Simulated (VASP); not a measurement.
# Al8B4P9N3 (P1) in VASP: notebook, part 2 of 2

VASP 6.6.1.

## Step 3: Single point, PBEsol

This run uses another cell than the first one, of 14.91 Å³/atom.

File INCAR:

```
ALGO = Normal ; EDIFF = 1E-7
ENCUT = 520 ; GGA = PS
ISIF = 2 ; ISMEAR = 0
ISYM = 0 ; LASPH = True
LCHARG = False ; LREAL = Auto
LWAVE = False ; NBANDS = 66
NELM = 80 ; PREC = Accurate
SIGMA = 0.1
```

File KPOINTS:

```
Automatic mesh
0
Gamma
  2 2 2
  0.5 0.5 0.5
```

File POSCAR:

```
Al8B4P9N3
1.0
   -5.1020830574     -4.8017764662      0.1429790750
   -0.0711315997      4.7299289909      4.9590173436
   -4.8719719597      4.7146444435     -4.8726011966
B N Al P
4 3 8 9
Direct
    0.5618541447      1.0439290376      0.0056437758
    0.6641639174      0.3245214439      0.3617004224
    0.5195292997      0.4975514132      1.0136582576
    0.8855455343      0.4014292621      0.0133500735
    0.8076248164      0.1789775305      0.9343350629
    0.6632607187      0.3299150629      0.5546141179
    0.0039885573      0.0026162920      0.2270076106
   -0.0107640821      0.0177411254      1.0005438555
    0.8015740078      0.1935095981      0.6953562741
    0.3783085211      0.1906956236      0.6458131342
    0.1502754817      0.2928839138      0.3177474632
    0.8130127839      0.6195931277      0.6422241449
    0.3337981299      0.6778200764      0.6903441055
    0.7189538312      0.8571782382      0.3155827269
    0.1577404915      0.8396162816      0.2797318038
    0.3768808023      0.1882323707      0.9264186172
    0.1462064193      0.3309655695      0.5957099687
    0.5200045329      0.4846906853      0.2538350811
   -0.0532289394      0.4618486394      0.2391699569
    0.3832008858      0.7051229121      0.9677731023
    0.8177316895      0.6216357630      0.9228766763
    0.6718134157      0.8492857276      0.5893918041
    0.1607140428      0.8381189550      0.5603791158
    0.5297484499      0.0411055174      0.2418256206
```

Potentials or basis: VASP PAW PBE potentials, release 64 (B, N, Al, P).

The run is started by

```bash
> cat potpaw_PBE.64/B/POTCAR potpaw_PBE.64/N/POTCAR potpaw_PBE.64/Al/POTCAR potpaw_PBE.64/P/POTCAR > POTCAR
> mpirun -np 1 vasp_std > vasp.out
```

OUTCAR:

```text
EDIFF = 1E-7
   ENCUT = 520
   GGA = PS
   ISIF = 2
   ISMEAR = 0
   ISYM = 0
   LASPH = True
   LREAL = Auto
   NELM = 80
   PREC = Accurate

 ion  position               nearest neighbor table
   1  0.562  0.044  0.006-   5 1.65  24 1.98  16 2.08  20 2.10
   2  0.664  0.325  0.362-   6 1.61  24 1.99  19 2.03  18 2.03
   3  0.520  0.498  0.014-  21 2.00  18 2.01  16 2.02  20 2.09
   4  0.886  0.401  0.013-   5 1.51  19 1.94  21 1.95
   5  0.808  0.179  0.934-   4 1.51   1 1.65   9 2.00   8 2.12
   6  0.663  0.330  0.555-   2 1.61  12 1.91  10 1.93   9 2.03
   7  0.004  0.003  0.227-   8 1.90  14 1.92  11 1.92  15 1.93
   8  0.989  0.018  0.001-   7 1.90   5 2.12  16 2.49  21 2.50  14 3.12  11 3.13  15 3.15
   9  0.802  0.194  0.695-   5 2.00   6 2.03  22 2.27  17 2.30  12 2.93  10 3.00
  10  0.378  0.191  0.646-   6 1.93  17 2.28  23 2.31  16 2.34   9 3.00  12 3.14
  11  0.150  0.293  0.318-   7 1.92  19 2.32  17 2.33  18 2.37   8 3.13  15 3.14  14 3.15
  12  0.813  0.620  0.642-   6 1.91  22 2.26  23 2.31  21 2.34   9 2.93  10 3.14
  13  0.334  0.678  0.690-  17 2.27  22 2.27  23 2.28  20 2.34
  14  0.719  0.857  0.316-   7 1.92  22 2.30  24 2.31  18 2.34   8 3.12  15 3.14  11 3.15
  15  0.158  0.840  0.280-   7 1.93  23 2.34  19 2.35  24 2.35  14 3.14  11 3.14   8 3.15
  16  0.377  0.188  0.926-   3 2.02   1 2.08  10 2.34   8 2.49
  17  0.146  0.331  0.596-  13 2.27  10 2.28   9 2.30  11 2.33
  18  0.520  0.485  0.254-   3 2.01   2 2.03  14 2.34  11 2.37
  19  0.947  0.462  0.239-   4 1.94   2 2.03  11 2.32  15 2.35
  20  0.383  0.705  0.968-   3 2.09   1 2.10  13 2.34
  21  0.818  0.622  0.923-   4 1.95   3 2.00  12 2.34   8 2.50
  22  0.672  0.849  0.589-  12 2.26  13 2.27   9 2.27  14 2.30
  23  0.161  0.838  0.560-  13 2.28  10 2.31  12 2.31  15 2.34
  24  0.530  0.041  0.242-   1 1.98   2 1.99  14 2.31  15 2.35

IMPORTANT INFORMATION: All symmetrisations will be switched off!
NOSYMM: (Re-)initialisation of all symmetry stuff for point group C_1.

----------------------------------------------------------------------------------------

                                     Primitive cell

  volume of cell :     357.7977

  direct lattice vectors                    reciprocal lattice vectors
    -5.102083057 -4.801776466  0.142979075    -0.129757846 -0.068493420  0.063468044
    -0.071131600  4.729928991  4.959017344    -0.063508080  0.071428644  0.132612997
    -4.871971960  4.714644444 -4.872601197    -0.068441950  0.070685604 -0.068401913

  length of vectors
     7.007763678  6.853403605  8.349025418     0.159864441  0.163467228  0.119831452

  position of ions in fractional coordinates (direct lattice)
     0.561854145  0.043929038  0.005643776
     0.664163917  0.324521444  0.361700422
     0.519529300  0.497551413  0.013658258
     0.885545534  0.401429262  0.013350073
     0.807624816  0.178977530  0.934335063
     0.663260719  0.329915063  0.554614118
[... 16 lines left out ...]
     0.160714043  0.838118955  0.560379116
     0.529748450  0.041105517  0.241825621

  ion indices of the primitive-cell ions
   primitive index   ion index
                 1           1
                 2           2
                 3           3
                 4           4
                 5           5
                 6           6
[... 16 lines left out ...]
                23          23
                24          24

[... 29 lines left out ...]
 -0.250000  0.250000  0.250000      2.000000
  0.250000 -0.250000  0.250000      2.000000
 -0.250000 -0.250000  0.250000      2.000000
   k-points           NKPTS =      4   k-points in BZ     NKDIM =      4   number of bands    NBANDS=     66
   number of dos      NEDOS =    301   number of ions     NIONS =     24
   total plane-waves  NPLWV = 186624
   dimension x,y,z NGX =    54 NGY =   54 NGZ =   64
   dimension x,y,z NGXF=   108 NGYF=  108 NGZF=  128
   ions per type =               4   3   8   9
   NGX,Y,Z   is equivalent  to a cutoff of  12.81, 13.10, 12.74 a.u.
   NGXF,Y,Z  is equivalent  to a cutoff of  25.62, 26.20, 25.49 a.u.
 SYSTEM =  unknown system
   PREC   = accura    normal or accurate (medium, high low for compatibility)
   ISTART =      0    job   : 0-new  1-cont  2-samecut
   ICHARG =      2    charge: 1-file 2-atom 10-const
   ISPIN  =      1    spin polarized calculation?
   LNONCOLLINEAR =      F non collinear calculations
   LSORBIT =      F    spin-orbit coupling
   LASPH  =      T    aspherical Exc in radial PAW
   ENCUT  =  520.0 eV  38.22 Ry    6.18 a.u.  13.03 12.74 15.52*2*pi/ulx,y,z
   NELM   =     80;   NELMIN=  2; NELMDL= -5     # of ELM steps
   EDIFF  = 0.1E-06   stopping-criterion for ELM
   LREAL  =      T    real-space projection
   EDIFFG = 0.1E-05   stopping-criterion for IOM
   NSW    =      0    number of steps for IOM
   IBRION =     -1    ionic relax: 0-MD 1-quasi-New 2-CG
   NFREE  =      0    steps in history (QN), initial steepest desc. (CG)
   ISIF   =      2    stress and relaxation
   ISYM   =      0    0-nonsym 1-usesym 2-fastsym
   POTIM  = 0.5000    time-step for ionic-motion
   TEBEG  =    0.0;   TEEND  =   0.0 temperature during run
   PSTRESS=    0.0 pullay stress
   NELECT =      96.0000    total number of electrons
   NUPDOWN=      -1.0000    fix difference up-down
   EMIN   =  10.00;   EMAX   =-10.00  energy-range for DOS
   EFERMI =   0.00;   METHOD = LEGACY
   ISMEAR =     0;   SIGMA  =   0.10  broadening in eV -4-tet -1-fermi 0-gaus
   EFERMI_NEDOS =   21; number of points for ismear=-14 and -15
   IALGO  =     38    algorithm
   IMIX   =      4    mixing-type and parameters
     AMIX     =   0.40;   BMIX     =  1.00
     AMIX_MAG =   1.60;   BMIX_MAG =  1.00
  volume/ion in A,a.u.               =      14.91       100.61
  Fermi-wavevector in a.u.,A,eV,Ry     =   1.055892  1.995346 15.169235  1.114907
  Thomas-Fermi vector in A             =   2.191107
   LORBIT       =      0    0 simple, 1 ext, 2 COOP (PROOUT), +10 PAW based schemes
   GGA     = PS    functional components
   LHFCALC =     F    Hartree Fock is set to
   AEXX    =    0.0000 exact exchange contribution
   IVDW    =     0    specifies the selected vdW correction
   LEPSILON=     F    determine dielectric tensor
   LRPA    =     F    only Hartree local field effects (RPA)
 non-spin polarized calculation
 Gauss-broadening in eV      SIGMA  =   0.10
  energy-cutoff  :      520.00
  volume of cell :      357.80
 maximum number of plane-waves:      9646
 NGX is ok and might be reduce to    54
   NGX = 27   NGY = 25   NGZ = 31

 number of electron      95.9999997 magnetization

 Free energy of the ion-electron system (eV)
  ---------------------------------------------------
  ext. energy  EPLUGINS =         0.00000000
  ---------------------------------------------------
  free energy    TOTEN  =      -149.35632229 eV

  energy without entropy =     -149.35632229  energy(sigma->0) =     -149.35632229

 E-fermi :   6.4812     XC(G=0): -10.2088

 val. band max:        5.9848023545   @ k =  -0.2500  -0.2500   0.2500
 cond. band min:       7.0256464978   @ k =   0.2500  -0.2500   0.2500
 fundamental gap:      1.0408441433
 Fermi energy:         6.4812392670

 k-point     1 :       0.2500    0.2500    0.2500
  band No.  band energies     occupation
      1     -10.4550      2.00000
      2      -9.4455      2.00000
      3      -9.0694      2.00000
      4      -6.5293      2.00000
      5      -5.7352      2.00000
      6      -5.2999      2.00000
[... 241 lines left out ...]
     59       9.9866      0.00000
     60      10.1930      0.00000
 [bands above 60 left out]

------------------------ aborting loop because EDIFF is reached ----------------------------------------

  FORCE on cell =-STRESS in cart. coord.  units (eV):
  Direction    XX          YY          ZZ          XY          YZ          ZX
  --------------------------------------------------------------------------------------
  -------------------------------------------------------------------------------------
  Total        0.1597027      0.1227572      0.1892624     -0.0613841      0.0063413     -0.0279739
  in kB        0.7151303      0.5496927      0.8474956     -0.2748708      0.0283956     -0.1252641
  external PRESSURE =       0.7041062 kB  Pullay stress =       0.0000000 kB

 VOLUME and BASIS-vectors are now :
 -----------------------------------------------------------------------------
  energy-cutoff  :      520.00
  volume of cell :      357.80
      direct lattice vectors                 reciprocal lattice vectors
    -5.102083057 -4.801776466  0.142979075    -0.129757846 -0.068493420  0.063468044
    -0.071131600  4.729928991  4.959017344    -0.063508080  0.071428644  0.132612997
    -4.871971960  4.714644444 -4.872601197    -0.068441950  0.070685604 -0.068401913

 POSITION                                       TOTAL-FORCE (eV/Angst)
 -----------------------------------------------------------------------------------
     -2.89725     -2.46351      0.27068         0.013349      0.004295     -0.018221
     -5.17390      0.05109     -0.05815         0.009865     -0.007665      0.003530
     -2.75262     -0.07689      2.47510         0.000472      0.007157     -0.000059
     -4.61172     -2.29052      2.05226        -0.020482      0.027601      0.002582
     -8.68535      1.37357     -3.54962         0.012666     -0.036219      0.010232
     -6.10954      0.99045     -0.97153        -0.013176      0.009210     -0.010283
[... 16 lines left out ...]
     -3.60974      5.83452      1.44872         0.000043     -0.005176     -0.000559
     -3.88391     -1.20919     -0.89873        -0.000149     -0.002321      0.001066
 -----------------------------------------------------------------------------------
    total drift:                                0.000995     -0.001392      0.009946

  FREE ENERGIE OF THE ION-ELECTRON SYSTEM (eV)
  ---------------------------------------------------
  free  energy   TOTEN  =      -149.3563222909 eV

  energy  without entropy=     -149.3563222909  energy(sigma->0) =     -149.35632229
```

Run time: 7.7 min. Hardware: 1 thread of Intel Xeon 8259CL, shared host; peak memory 0.46 GiB.

What came out:

| Quantity | Value |
| --- | --- |
| Free energy | -149.3563 eV |
| Pressure | 0.1 GPa |
| Largest force | 0.040 eV/Å |
| Band gap on the k mesh | 1.04 eV (least direct gap 1.30 eV) |

Forces on the atoms (eV/Å):
```
B    0.013  0.004 -0.018
B    0.010 -0.008  0.004
B    0.000  0.007  0.000
B   -0.020  0.028  0.003
N    0.013 -0.036  0.010
N   -0.013  0.009 -0.010
N   -0.007  0.008 -0.016
Al   0.001 -0.002  0.011
Al   0.000  0.009 -0.002
Al  -0.004 -0.003  0.004
Al   0.002 -0.002 -0.010
Al   0.006 -0.005  0.000
Al   0.003  0.009  0.002
Al  -0.008 -0.006  0.005
Al  -0.001  0.009  0.009
P    0.006 -0.003  0.004
P    0.003  0.001 -0.001
P   -0.001  0.004 -0.001
P   -0.004 -0.005  0.006
P   -0.004 -0.004 -0.012
P    0.007 -0.007  0.010
P   -0.001  0.000  0.002
P    0.000 -0.005 -0.001
P    0.000 -0.002  0.001
```

Caveat: the PAW data sets were made with another functional, which shifts forces and pressure a little; a shifted mesh leaves out Γ, where band edges can lie.

## Step 4: Single point, PBEsol

This run uses another cell than the first one, of 15.14 Å³/atom.

File INCAR:

```
ALGO     = Normal         # electronic algorithm
EDIFF    = 1E-6           # SCF threshold, eV
ENCUT    = 520            # plane-wave cutoff, eV
GGA      = PS             # functional
ISIF     = 2              # what is computed and relaxed
ISMEAR   = 0              # smearing method
ISYM     = 0            
LASPH    = T              # aspherical terms in the spheres
LCHARG   = T              # write CHGCAR
LELF     = T              # ELF
LREAL    = Auto         
LVHAR    = T            
LWAVE    = F              # write WAVECAR
NBANDS   = 66             # bands
NELM     = 60             # most SCF steps
PREC     = Accurate       # precision mode
SIGMA    = 0.1            # smearing width, eV
```

KPOINTS is that of step 3.

File POSCAR:

```
Al8B4P9N3
1.0
   -4.9940463101     -5.0030688045     -0.1126941588
    0.0856033728      5.0301595905      5.0463882255
   -4.9073247571      4.8036530925     -4.9054851004
B N Al P
4 3 8 9
Direct
    0.6781093725      0.3337822807      0.3067856977
    0.1756761254      0.3374975864      0.3214183585
    0.5008359253      0.3922093402     -0.0034347612
    0.0399762025      0.5342202558      0.0009334634
    0.3523157935      0.1837584060      0.9122356997
    0.2562764868      0.6897037060      0.9213849779
    0.1686007753      0.8505692633      0.6124857925
    0.4591438823      0.9774428147     -0.0169027998
    1.0356472209      1.0145787735      0.9940716658
    0.8399342304      0.1843747281      0.6513093550
    0.3289651984      0.1554275667      0.6770404397
    0.8623967313      0.6848733884      0.6668237767
    0.2814348646      0.6789048872      0.7025287623
    0.6575885573      0.8208782965      0.3253837447
    0.1709443086      0.8327716029      0.3854122724
    0.8616776745      0.2079516692      0.9252495079
    0.6700528853      0.3486408044      0.5394122849
    0.1882124598      0.3553826725      0.5560842284
    0.4828268886      0.4583268961      0.2217376868
    0.0086219377      0.4902833031      0.2425279478
    0.8140904335      0.6158665608      0.9373358323
    0.6404593887      0.8202034233      0.6032594078
    0.5050453358      0.0226527322      0.2530083399
    0.0271553350      1.0256393992      0.2672779861
```

Potentials or basis: VASP PAW PBE potentials, release 64 (B, N, Al, P).

The run is started by

```bash
> cat potpaw_PBE.64/B/POTCAR potpaw_PBE.64/N/POTCAR potpaw_PBE.64/Al/POTCAR potpaw_PBE.64/P/POTCAR > POTCAR
> mpirun -np 1 vasp_std > vasp.out
```

OUTCAR:

```text
EDIFF = 1E-6
   ENCUT = 520
   GGA = PS
   ISIF = 2
   ISMEAR = 0
   ISYM = 0
   LASPH = T
   LREAL = Auto
   NELM = 60
   PREC = Accurate

 ion  position               nearest neighbor table
   1  0.678  0.334  0.307-  23 1.95  17 1.97  20 2.07  19 2.13
   2  0.176  0.337  0.321-  24 1.95  18 1.98  19 2.05  20 2.10
   3  0.501  0.392  0.997-   5 1.48  19 1.97  21 2.00
   4  0.040  0.534  0.001-   6 1.50  21 2.04  20 2.06  16 2.08
   5  0.352  0.184  0.912-   3 1.48  11 1.99   9 2.03   8 2.07
   6  0.256  0.690  0.921-   4 1.50  13 1.86   8 1.86
   7  0.169  0.851  0.612-  12 1.90  15 1.92  11 1.93  13 1.94
[... 456 lines left out ...]
  in kB        0.3728092      0.1532033      0.4618876     -0.0653608     -0.1104631     -0.0844261
  external PRESSURE =       0.3293000 kB  Pullay stress =       0.0000000 kB

 VOLUME and BASIS-vectors are now :
 -----------------------------------------------------------------------------
  energy-cutoff  :      520.00
  volume of cell :      363.26
      direct lattice vectors                 reciprocal lattice vectors
    -4.994046310 -5.003068804 -0.112694159    -0.134659900 -0.067016411  0.069085170
     0.085603373  5.030159591  5.046388226    -0.069052101  0.065917618  0.133627244
    -4.907324757  4.803653093 -4.905485100    -0.067941971  0.069350583 -0.067975039

 POSITION                                       TOTAL-FORCE (eV/Angst)
 -----------------------------------------------------------------------------------
     -4.86343     -0.23996      0.10304        -0.002984     -0.002902      0.006551
     -2.42575      2.36273      0.10663         0.005754      0.001841      0.003752
     -7.35809      4.25431     -2.96584        -0.027605      0.019429      0.022217
     -0.15849      2.49169      2.68680         0.006818      0.002828     -0.025647
     -6.22039      3.54374     -3.58735         0.043211     -0.031523     -0.015462
     -5.74235      6.61316     -1.06821        -0.010455     -0.006822      0.024379
[... 16 lines left out ...]
     -3.76187     -1.19747     -1.18373         0.005656      0.000747     -0.001162
     -1.44504      1.27702     -1.18480        -0.002896     -0.004392      0.000953
 -----------------------------------------------------------------------------------
    total drift:                                0.000579      0.003913     -0.011184

  FREE ENERGIE OF THE ION-ELECTRON SYSTEM (eV)
  ---------------------------------------------------
  free  energy   TOTEN  =      -149.4792340083 eV

  energy  without entropy=     -149.4792340081  energy(sigma->0) =     -149.47923401
```

It took 5.2 min on 1 thread of Intel Xeon 8259CL, shared host; peak memory 0.46 GiB.

Results:

| Quantity | Value |
| --- | --- |
| Free energy | -149.4792 eV |
| Pressure | 0.0 GPa |
| Largest force | 0.056 eV/Å |
| Band gap on the k mesh | 0.88 eV (least direct gap 0.88 eV) |

Forces in eV/Å, atoms in the order of the input:
```
B   -0.003 -0.003  0.007
B    0.006  0.002  0.004
B   -0.028  0.019  0.022
B    0.007  0.003 -0.026
N    0.043 -0.032 -0.015
N   -0.010 -0.007  0.024
N    0.000 -0.001 -0.002
Al   0.001  0.005  0.002
Al  -0.007 -0.008  0.000
Al  -0.001  0.003  0.000
Al   0.001 -0.002 -0.014
Al  -0.006  0.001  0.008
Al  -0.001 -0.001  0.011
Al  -0.001  0.001  0.001
Al  -0.010  0.009 -0.004
P    0.004  0.011  0.007
P    0.000  0.000 -0.006
P   -0.003  0.003 -0.002
P   -0.005  0.002  0.005
P   -0.002  0.005 -0.002
P    0.005 -0.006 -0.016
P    0.008 -0.001 -0.002
P    0.006  0.001 -0.001
P   -0.003 -0.004  0.001
```

Caveat: the PAW data sets were made with another functional, which shifts forces and pressure a little; a shifted mesh leaves out Γ, where band edges can lie.

## Step 5: The runs side by side

```tsv
cell	gap on the mesh (eV)	pressure (GPa)	largest force (eV/Å)
a = 6.900, b = 6.914, c = 8.446 Å, angles 90.9, 89.6, 119.4°, 24 atoms, atomic positions A	0.79	0.2	0.04
a = 7.008, b = 6.853, c = 8.349 Å, angles 91.5, 88.5, 116.8°, 24 atoms, atomic positions B	1.04	0.1	0.04
a = 7.070, b = 7.126, c = 8.439 Å, angles 91.0, 89.0, 121.3°, 24 atoms, atomic positions C	0.88	0.0	0.06
```

Alike in all rows: task single point; level PBEsol; potentials or basis VASP PAW PBE potentials, release 64 (B, N, Al, P); no spin polarisation; k mesh 2 × 2 × 2, shifted; cutoff (eV) 520; smearing gaussian 0.1 eV.

Caveats: the PAW data sets were made with another functional, which shifts forces and pressure a little; a shifted mesh leaves out Γ, where band edges can lie; semilocal functionals underestimate gaps, and a narrow one can read as zero (at least some runs).

Total energies depend on the potentials used, so only differences within one code and one set of settings carry meaning.
